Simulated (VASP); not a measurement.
## IrAu2: relaxation of cell and atoms with PBE

The system is IrAu2.

```xyz
6
Lattice="0.0000 3.7008 3.7008 3.7008 0.0000 3.7008 3.7008 3.7008 0.0000" Properties=species:S:1:pos:R:3 pbc="T T T"
Ir    0.0000    0.0000    0.0000
Ir    1.8504    1.8504    1.8504
Au    4.6259    4.6259    4.6259
Au    4.6259    2.7756    2.7756
Au    2.7756    2.7756    4.6259
Au    2.7756    4.6259    2.7756
```

| Property | Result |
| --- | --- |
| Program | VASP 6.6.1 |
| Task | relaxation of cell and atoms |
| Functional | PBE |
| Potentials or basis | VASP PAW PBE potentials, release 64 (Ir, Au) |
| Cutoff | 600 eV |
| k mesh | 4 × 4 × 4 |
| Occupations | gaussian, width 0.1 eV |
| Spin | no spin polarisation |
| Dipole correction | no |
| Further INCAR settings | ALGO = Normal; EDIFF = 1e-07; IBRION = 2; EDIFFG = -0.04; NSW = 90; ISIF = 3 |

| Quantity | Value |
| --- | --- |
| Relaxed volume | 17.83 Å³/atom |
| Relaxed cell | a = 5.329 Å, b = 5.329 Å, c = 5.329 Å, α = 60.00°, β = 60.00°, γ = 60.00° |
| Space group after relaxing (to 0.05 Å) | Fd-3m (No. 227) |
| Energy gained by relaxing | 27.0 meV/atom |
| Ionic steps | 3 |
| Pressure after relaxing | -0.3 GPa |
| Band gap on the k mesh | zero (band 31 reaches 7.93 eV, above the bottom of band 32 at 7.76 eV) |

Step by step:
| step | energy change (eV) | largest force (eV/Å) | pressure (GPa) | volume (Å³) |
| --- | --- | --- | --- | --- |
| 1 | 0.0000 | 0.0000 | 10.14 | 101.37 |
| 2 | 0.3182 | 0.0000 | -12.47 | 117.87 |
| 3 | -0.1623 | 0.0000 | -0.27 | 106.99 |

Final structure:
```
CELL_PARAMETERS angstrom
0.00000 3.76792 3.76792
3.76792 0.00000 3.76792
3.76792 3.76792 0.00000
ATOMIC_POSITIONS crystal
Ir 0.00000 0.00000 0.00000
Ir 0.25000 0.25000 0.25000
Au 0.62500 0.62500 0.62500
Au 0.12500 0.62500 0.62500
Au 0.62500 0.62500 0.12500
Au 0.62500 0.12500 0.62500
```

Levels at points of the mesh, in eV from the Fermi level:
| k point | band 28 | band 29 | band 30 | band 31 | band 32 | band 33 | band 34 | band 35 |
| --- | --- | --- | --- | --- | --- | --- | --- | --- |
| (0.00, 0.00, 0.00) | -0.70 | -0.70 | 0.04 | 0.06 | 0.06 | 3.44 | 3.44 | 3.44 |
| (0.50, 0.00, 0.00) | -0.70 | -0.58 | -0.58 | 0.13 | 0.13 | 0.99 | 2.65 | 2.65 |
| (0.50, 0.50, 0.00) | -0.54 | -0.21 | -0.21 | -0.04 | -0.04 | 1.09 | 1.09 | 2.00 |

Run time: 3.5 min on 1 thread of Intel Xeon 8259CL, on a shared host, peak memory 0.27 GiB.

Caveat: the k points lie up to 0.36 Å⁻¹ apart in the final cell; spin-orbit coupling is left out, which moves the levels of the heavy elements.
